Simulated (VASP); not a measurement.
# Zr (P6_3/mmc) in VASP: notebook

The runs below take Zr through single point, relaxation of shape and atoms at fixed volume, with r2SCAN.

Program: VASP 6.6.1. These are calculated values, not measurements. Logs are shortened: lines on timing, memory, paths and dates and some standing lists are left out, and cuts for length are marked.

### Step 1. The cell of the first run

Symmetry: P6_3/mmc, No. 194, hexagonal system. Conventional cell: a = 3.281 Å, b = 3.281 Å, c = 5.194 Å, α = 90.00°, β = 90.00°, γ = 120.00°. Within 4.2 Å of Zr (site symmetry -6m2) lie 12 Zr at 3.21 to 3.28 Å.

### Step 2. Single point, r2SCAN (24.21 Å³/atom)

POSCAR reads:

```
Zr
1.0
    3.2806595062      0.0000000000      0.0000000000
   -1.6403297531      2.8411344735      0.0000000000
    0.0000000000      0.0000000000      5.1941774355
Zr
2
Direct
    0.3333333333      0.6666666667      0.2500000000
    0.6666666667      0.3333333333      0.7500000000
```

INCAR.step1 reads:

```
PREC = Accurate
ENCUT = 520
ISMEAR = 0
SIGMA = 0.1
LREAL = F
LASPH = T
NELM = 80
NBANDS = 19
GGA = PE
ALGO = Normal
EDIFF = 1E-4
LWAVE = T
LCHARG = F
```

INCAR.step2 reads:

```
PREC = Accurate
ENCUT = 520
EDIFF = 1E-6
ISMEAR = 0
SIGMA = 0.1
LREAL = F
LASPH = T
NELM = 80
ALGO = Normal
ISIF = 2
LWAVE = F
LCHARG = T
METAGGA = R2SCAN
LMIXTAU = T
LELF = T
LVHAR = T
NBANDS = 19
ISTART = 1
```

KPOINTS reads:

```
Automatic mesh
0
Gamma
  15 15 8
```

Potentials or basis: VASP PAW PBE potentials, release 64 (Zr_sv).

Run with:

```console
$ cat potpaw_PBE.64/Zr_sv/POTCAR > POTCAR
$ cp INCAR.step1 INCAR
$ mpirun -np 1 vasp_std > vasp.out
$ cp INCAR.step2 INCAR
$ mpirun -np 1 vasp_std > vasp.out
```

OUTCAR:

```text
PREC = Accurate
   ENCUT = 520
   EDIFF = 1E-6
   ISMEAR = 0
   LREAL = F
   LASPH = T
   NELM = 80
   ISIF = 2
   METAGGA = R2SCAN
   ISTART = 1

 ion  position               nearest neighbor table
   1  0.333  0.667  0.250-   2 3.21   2 3.21   2 3.21   2 3.21   2 3.21   2 3.21
   2  0.667  0.333  0.750-   1 3.21   1 3.21   1 3.21   1 3.21   1 3.21   1 3.21

  LATTYP: Found a hexagonal cell.
 ALAT       =     3.2806595062
 C/A-ratio  =     1.5832723346

  Lattice vectors:

 A1 = (   3.2806595062,   0.0000000000,   0.0000000000)
 A2 = (  -1.6403297531,   2.8411344735,   0.0000000000)
 A3 = (   0.0000000000,   0.0000000000,   5.1941774355)

Analysis of symmetry for initial positions (statically):
=====================================================================
 Subroutine PRICEL returns:
 Original cell was already a primitive cell.

 Routine SETGRP: Setting up the symmetry group for a
 hexagonal supercell.

 Subroutine GETGRP returns: Found 24 space group operations
 (whereof 12 operations were pure point group operations)
 out of a pool of 24 trial point group operations.

The static configuration has the point symmetry D_3d.
 The point group associated with its full space group is D_6h.

Analysis of symmetry for dynamics (positions and initial velocities):
=====================================================================
 Subroutine PRICEL returns:
 Original cell was already a primitive cell.

 Routine SETGRP: Setting up the symmetry group for a
 hexagonal supercell.

 Subroutine GETGRP returns: Found 24 space group operations
 (whereof 12 operations were pure point group operations)
 out of a pool of 24 trial point group operations.

The dynamic configuration has the point symmetry D_3d.
 The point group associated with its full space group is D_6h.

 Subroutine INISYM returns: Found 24 space group operations
 (whereof 12 operations are pure point group operations),
 and found     1 'primitive' translations

----------------------------------------------------------------------------------------

                                     Primitive cell

  volume of cell :      48.4139

  direct lattice vectors                    reciprocal lattice vectors
     3.280659506  0.000000000  0.000000000     0.304816760  0.175986038  0.000000000
    -1.640329753  2.841134473  0.000000000     0.000000000  0.351972076  0.000000000
     0.000000000  0.000000000  5.194177436     0.000000000  0.000000000  0.192523265

  length of vectors
     3.280659506  3.280659506  5.194177436     0.351972076  0.351972076  0.192523265

  position of ions in fractional coordinates (direct lattice)
     0.333333333  0.666666667  0.250000000
     0.666666667  0.333333333  0.750000000

  ion indices of the primitive-cell ions
   primitive index   ion index
                 1           1
                 2           2

----------------------------------------------------------------------------------------

 KPOINTS: Automatic mesh

Automatic generation of k-mesh.
 Grid dimensions read from file:
 generate k-points for:   15   15    8

 Generating k-lattice:

  Cartesian coordinates                     Fractional coordinates (reciprocal lattice)
     0.020321117  0.011732403  0.000000000     0.066666667 -0.000000000  0.000000000
     0.000000000  0.023464805  0.000000000     0.000000000  0.066666667  0.000000000
     0.000000000  0.000000000  0.024065408     0.000000000  0.000000000  0.125000000

  Length of vectors
     0.023464805  0.023464805  0.024065408

  Shift w.r.t. Gamma in fractional coordinates (k-lattice)
     0.000000000  0.000000000  0.000000000

 Subroutine IBZKPT returns following result:
 ===========================================

 Found    135 irreducible k-points:

 Following reciprocal coordinates:
            Coordinates               Weight
  0.000000  0.000000  0.000000      1.000000
  0.066667  0.000000  0.000000      6.000000
  0.133333  0.000000  0.000000      6.000000
  0.200000  0.000000  0.000000      6.000000
  0.266667  0.000000  0.000000      6.000000
  0.333333 -0.000000  0.000000      6.000000
[... 16 lines left out ...]
  0.333333  0.200000  0.000000     12.000000
  0.400000  0.200000  0.000000      6.000000
 [... further k-points ...]
   k-points           NKPTS =    135   k-points in BZ     NKDIM =    135   number of bands    NBANDS=     19
   number of dos      NEDOS =    301   number of ions     NIONS =      2
   total plane-waves  NPLWV =  23040
   dimension x,y,z NGX =    24 NGY =   24 NGZ =   40
   dimension x,y,z NGXF=    48 NGYF=   48 NGZF=   80
   ions per type =               2
   NGX,Y,Z   is equivalent  to a cutoff of  12.16, 12.16, 12.80 a.u.
   NGXF,Y,Z  is equivalent  to a cutoff of  24.32, 24.32, 25.60 a.u.
 SYSTEM =  unknown system
   PREC   = accura    normal or accurate (medium, high low for compatibility)
   ISTART =      1    job   : 0-new  1-cont  2-samecut
   ICHARG =      0    charge: 1-file 2-atom 10-const
   ISPIN  =      1    spin polarized calculation?
   LNONCOLLINEAR =      F non collinear calculations
   LSORBIT =      F    spin-orbit coupling
   LASPH  =      T    aspherical Exc in radial PAW
   ENCUT  =  520.0 eV  38.22 Ry    6.18 a.u.   6.10  6.10  9.66*2*pi/ulx,y,z
   NELM   =     80;   NELMIN=  2; NELMDL=  0     # of ELM steps
   EDIFF  = 0.1E-05   stopping-criterion for ELM
   LREAL  =      F    real-space projection
   EDIFFG = 0.1E-04   stopping-criterion for IOM
   NSW    =      0    number of steps for IOM
   IBRION =     -1    ionic relax: 0-MD 1-quasi-New 2-CG
   NFREE  =      0    steps in history (QN), initial steepest desc. (CG)
   ISIF   =      2    stress and relaxation
   ISYM   =      2    0-nonsym 1-usesym 2-fastsym
   POTIM  = 0.5000    time-step for ionic-motion
   TEBEG  =    0.0;   TEEND  =   0.0 temperature during run
   PSTRESS=    0.0 pullay stress
   NELECT =      24.0000    total number of electrons
   NUPDOWN=      -1.0000    fix difference up-down
   EMIN   =  10.00;   EMAX   =-10.00  energy-range for DOS
   EFERMI =   0.00;   METHOD = LEGACY
   ISMEAR =     0;   SIGMA  =   0.10  broadening in eV -4-tet -1-fermi 0-gaus
   EFERMI_NEDOS =   21; number of points for ismear=-14 and -15
   IALGO  =     38    algorithm
   IMIX   =      4    mixing-type and parameters
     AMIX     =   0.40;   BMIX     =  1.00
     AMIX_MAG =   1.60;   BMIX_MAG =  1.00
  volume/ion in A,a.u.               =      24.21       163.36
  Fermi-wavevector in a.u.,A,eV,Ry     =   1.295653  2.448429 22.840323  1.678716
  Thomas-Fermi vector in A             =   2.427159
   LORBIT       =      0    0 simple, 1 ext, 2 COOP (PROOUT), +10 PAW based schemes
   METAGGA = R2SCAN    functional components
   LHFCALC =     F    Hartree Fock is set to
   AEXX    =    0.0000 exact exchange contribution
   IVDW    =     0    specifies the selected vdW correction
   LEPSILON=     F    determine dielectric tensor
   LRPA    =     F    only Hartree local field effects (RPA)
 non-spin polarized calculation
 Gauss-broadening in eV      SIGMA  =   0.10
  energy-cutoff  :      520.00
  volume of cell :       48.41
 maximum number of plane-waves:      1329
   NGX = 13   NGY = 13   NGZ = 19

 number of electron      24.0000000 magnetization

 Free energy of the ion-electron system (eV)
  ---------------------------------------------------
  ext. energy  EPLUGINS =         0.00000000
  ---------------------------------------------------
  free energy    TOTEN  =       -45.49397106 eV

  energy without entropy =      -45.48627690  energy(sigma->0) =      -45.49012398

 E-fermi :   8.6268     XC(G=0): -11.7566

 val. band max:        8.6036421932   @ k =   0.2667   0.2000   0.5000
 cond. band min:       8.6339494332   @ k =   0.3333   0.2667   0.3750
 fundamental gap:      0.0303072399
 Fermi energy:         8.6267741099

 k-point     1 :       0.0000    0.0000    0.0000
  band No.  band energies     occupation
      1     -42.0299      2.00000
      2     -41.8849      2.00000
      3     -19.8272      2.00000
      4     -19.0086      2.00000
      5     -19.0086      2.00000
      6     -18.8818      2.00000
[... 11 lines left out ...]
     18      10.8847      0.00000
     19      13.1373      0.00000

 k-point     2 :       0.0667    0.0000    0.0000
  band No.  band energies     occupation
      1     -42.0253      2.00000
      2     -41.8831      2.00000
      3     -19.8144      2.00000
      4     -19.0360      2.00000
      5     -19.0177      2.00000
      6     -18.9041      2.00000
[... 11 lines left out ...]
     18      10.7726      0.00000
     19      13.2203      0.00000

 k-point     3 :       0.1333    0.0000    0.0000
  band No.  band energies     occupation
      1     -42.0121      2.00000
      2     -41.8781      2.00000
      3     -19.7772      2.00000
      4     -19.1136      2.00000
      5     -19.0430      2.00000
      6     -18.9835      2.00000
[... 11 lines left out ...]
     18      10.7103      0.00000
     19      13.4115      0.00000

 k-point     4 :       0.2000    0.0000    0.0000
  band No.  band energies     occupation
      1     -41.9920      2.00000
      2     -41.8712      2.00000
      3     -19.7188      2.00000
      4     -19.2282      2.00000
      5     -19.0968      2.00000
      6     -19.0788      2.00000
[... 11 lines left out ...]
     18      11.2079      0.00000
     19      13.6179      0.00000

 k-point     5 :       0.2667    0.0000    0.0000
  band No.  band energies     occupation
      1     -41.9678      2.00000
      2     -41.8643      2.00000
      3     -19.6446      2.00000
      4     -19.3598      2.00000
      5     -19.2221      2.00000
      6     -19.1183      2.00000
[... 11 lines left out ...]
     18      11.8520      0.00000
     19      13.7872      0.00000
[... 334 lines left out ...]
      2     -41.8585      2.00000
      3     -19.5411      2.00000
      4     -19.4162      2.00000
      5     -19.3970      2.00000
      6     -19.1607      2.00000
[... 11 lines left out ...]
     18      13.2727      0.00000
     19      13.6396      0.00000

 k-point    22 :       0.2667    0.2000    0.0000
  band No.  band energies     occupation
      1     -41.9156      2.00000
      2     -41.8575      2.00000
      3     -19.5000      2.00000
      4     -19.4633      2.00000
      5     -19.4247      2.00000
      6     -19.2240      2.00000
[... 11 lines left out ...]
     18      13.6227      0.00000
     19      14.0999      0.00000

 k-point    23 :       0.3333    0.2000    0.0000
  band No.  band energies     occupation
      1     -41.8985      2.00000
      2     -41.8595      2.00000
      3     -19.5567      2.00000
      4     -19.4263      2.00000
      5     -19.3924      2.00000
      6     -19.2853      2.00000
[... 11 lines left out ...]
     18      13.6092      0.00000
     19      14.7658      0.00000

 k-point    24 :       0.4000    0.2000    0.0000
  band No.  band energies     occupation
      1     -41.8911      2.00000
      2     -41.8617      2.00000
      3     -19.5765      2.00000
      4     -19.4197      2.00000
      5     -19.3580      2.00000
      6     -19.3147      2.00000
[... 11 lines left out ...]
     18      13.6038      0.00000
     19      14.9858      0.00000

 [... further k-points ...]

------------------------ aborting loop because EDIFF is reached ----------------------------------------

  FORCE on cell =-STRESS in cart. coord.  units (eV):
  Direction    XX          YY          ZZ          XY          YZ          ZX
  --------------------------------------------------------------------------------------
  -------------------------------------------------------------------------------------
  Total       -0.8118166     -0.8118166     -0.8115671     -0.0000000      0.0000000      0.0000000
  in kB      -26.8657384    -26.8657384    -26.8574823     -0.0000000      0.0000000      0.0000000
  external PRESSURE =     -26.8629864 kB  Pullay stress =       0.0000000 kB

 VOLUME and BASIS-vectors are now :
 -----------------------------------------------------------------------------
  energy-cutoff  :      520.00
  volume of cell :       48.41
      direct lattice vectors                 reciprocal lattice vectors
     3.280659506  0.000000000  0.000000000     0.304816760  0.175986038  0.000000000
    -1.640329753  2.841134473  0.000000000     0.000000000  0.351972076  0.000000000
     0.000000000  0.000000000  5.194177436     0.000000000  0.000000000  0.192523265

 POSITION                                       TOTAL-FORCE (eV/Angst)
 -----------------------------------------------------------------------------------
     -0.00000      1.89409      1.29854        -0.000000      0.000000      0.000000
      1.64033      0.94704      3.89563         0.000000     -0.000000      0.000000
 -----------------------------------------------------------------------------------
    total drift:                               -0.000000      0.000000     -0.000000

  FREE ENERGIE OF THE ION-ELECTRON SYSTEM (eV)
  ---------------------------------------------------
  free  energy   TOTEN  =       -45.4939710584 eV

  energy  without entropy=      -45.4862769021  energy(sigma->0) =      -45.49012398
```

Wall time 6.7 min (1 thread of Intel Xeon 8259CL, shared host); peak memory 0.24 GiB.

What came out:

* Free energy: -45.4940 eV
* Pressure: -2.7 GPa
* Band gap on the k mesh: zero (bands 12 and 13 overlap by 1.26 eV)

Caveat: the PAW data sets were made with another functional, which shifts forces and pressure a little.

### Step 3. Single point, r2SCAN (24.91 Å³/atom)

This run uses another cell than the first one, of 24.91 Å³/atom.

POSCAR reads:

```
Zr
1.0
    3.3122062443      0.0000000000      0.0000000000
   -1.6561031222      2.8684547502      0.0000000000
    0.0000000000      0.0000000000      5.2441245133
Zr
2
Direct
    0.3333333333      0.6666666667      0.2500000000
    0.6666666667      0.3333333333      0.7500000000
```

INCAR.step1 reads:

```
SYSTEM = Zr
PREC = Accurate ; ENCUT = 520
ISMEAR = 0 ; SIGMA = 0.1
LREAL = .FALSE. ; LASPH = .TRUE.
NELM = 100 ; NBANDS = 19
GGA = PE ; ALGO = Normal
EDIFF = 1E-4 ; LWAVE = .TRUE.
LCHARG = .FALSE.
```

INCAR.step2 reads:

```
SYSTEM = Zr
PREC = Accurate ; ENCUT = 520
EDIFF = 1E-6 ; ISMEAR = 0
SIGMA = 0.1 ; LREAL = .FALSE.
LASPH = .TRUE. ; NELM = 100
ALGO = Normal ; ISIF = 2
LWAVE = .FALSE. ; LCHARG = .FALSE.
METAGGA = R2SCAN ; LMIXTAU = .TRUE.
NBANDS = 19 ; ISTART = 1
```

KPOINTS reads:

```
Automatic mesh
0
G
  15 15 8
  0 0 0
```

Potentials or basis: VASP PAW PBE potentials, release 64 (Zr_sv).

Run with:

```console
$ cat potpaw_PBE.64/Zr_sv/POTCAR > POTCAR
$ cp INCAR.step1 INCAR
$ mpirun -np 1 vasp_std > vasp.out
$ cp INCAR.step2 INCAR
$ mpirun -np 1 vasp_std > vasp.out
```

It took 12 min on 1 thread of Intel Xeon 8259CL, shared host; peak memory 0.25 GiB.

The run converged. Its results:

```
Free energy            : -45.4598 eV
Pressure               : -5.1 GPa
Band gap on the k mesh : zero (bands 12 and 13 overlap by 1.24 eV)
```

Levels at points of the mesh, in eV from the Fermi level:
| k point | band 10 | band 11 | band 12 | band 13 | band 14 | band 15 |
| --- | --- | --- | --- | --- | --- | --- |
| (0.00, 0.00, 0.00) | -3.02 | 0.82 | 0.94 | 0.94 | 1.14 | 1.63 |
| (0.00, 0.00, 0.50) | -4.17 | 0.05 | 0.05 | 0.85 | 0.85 | 0.85 |

Caveat: the cell stands under tension; the PAW data sets were made with another functional, which shifts forces and pressure a little.

### Step 4. Relaxation of shape and atoms at fixed volume, r2SCAN (22.80 Å³/atom)

This run uses another cell than the first one, of 22.80 Å³/atom.

POSCAR reads:

```
Zr
1.0
    3.2135748726      0.0000000000      0.0000000000
   -1.6067874363      2.7830374766      0.0000000000
    0.0000000000      0.0000000000      5.0979639622
Zr
2
Direct
    0.3333333333      0.6666666667      0.2500000000
    0.6666666667      0.3333333333      0.7500000000
```

INCAR.step1 reads:

```
SYSTEM = Zr
PREC = Accurate
ENCUT = 600
ISMEAR = 0
SIGMA = 0.1
LREAL = .False.
LASPH = .True.
NELM = 80
GGA = PE
ALGO = Normal
EDIFF = 1E-4
LWAVE = .True.
LCHARG = .False.
```

INCAR.step2 reads:

```
SYSTEM = Zr
PREC = Accurate
ENCUT = 600
EDIFF = 1E-6
ISMEAR = 0
SIGMA = 0.1
LREAL = .False.
LASPH = .True.
NELM = 80
ALGO = Normal
ISIF = 4
LWAVE = .False.
LCHARG = .False.
METAGGA = R2SCAN
LMIXTAU = .True.
IBRION = 2
NSW = 50
EDIFFG = -0.01
ISTART = 1
```

KPOINTS reads:

```
Automatic mesh
0
Gamma
  15 15 8
  0 0 0
```

Run with:

```console
$ cat potpaw_PBE.64/Zr_sv/POTCAR > POTCAR
$ cp INCAR.step1 INCAR
$ mpirun -np 1 vasp_std > vasp.out
$ cp INCAR.step2 INCAR
$ mpirun -np 1 vasp_std > vasp.out
```

Wall time 19 min (1 thread of Intel Xeon 8259CL, shared host); peak memory 0.26 GiB.

Results (log left out):

```
Free energy               : -45.4893 eV
Energy gained by relaxing : 0.0 meV/atom
Ionic steps               : 2
Pressure after relaxing   : 3.0 GPa
Band gap on the k mesh    : zero (bands 12 and 13 overlap by 1.29 eV)
```

Final structure:
```
Zr
1.0
     3.21234    0.00000    0.00000
    -1.60617    2.78197    0.00000
     0.00000    0.00000    5.10189
Zr
2
Direct
  0.33333 0.66667 0.25000
  0.66667 0.33333 0.75000
```

Levels at points of the mesh, in eV from the Fermi level:
```
           k point  band 10  band 11  band 12  band 13  band 14  band 15
(0.00, 0.00, 0.00)    -3.29     0.95     0.95     1.12     1.15     1.73
(0.00, 0.00, 0.50)    -4.23     0.01     0.01     0.86     0.86     0.86
```

Caveat: the PAW data sets were made with another functional, which shifts forces and pressure a little.

### Step 5. Summary

| task | cell | cutoff (eV) | gap on the mesh (eV) | pressure (GPa) |
| --- | --- | --- | --- | --- |
| single point | a = 3.281, b = 3.281, c = 5.194 Å, angles 90.0, 90.0, 120.0°, 2 atoms | 520 | none | -2.7 |
| single point | a = 3.312, b = 3.312, c = 5.244 Å, angles 90.0, 90.0, 120.0°, 2 atoms | 520 | none | -5.1 |
| relaxation of shape and atoms at fixed volume | relaxed from a = 3.214, b = 3.214, c = 5.098 Å, angles 90.0, 90.0, 120.0°, 2 atoms | 600 | none | 3.0 |

Alike in all rows: level r2SCAN; potentials or basis VASP PAW PBE potentials, release 64 (Zr_sv); no spin polarisation; k mesh 15 × 15 × 8; smearing gaussian 0.1 eV.

Caveats: the PAW data sets were made with another functional, which shifts forces and pressure a little; the cell stands under tension (at least some runs).

Absolute energies hang on the potentials; compare differences alone.

The gap in the log of VASP goes by the Fermi energy; the results here count the filled bands.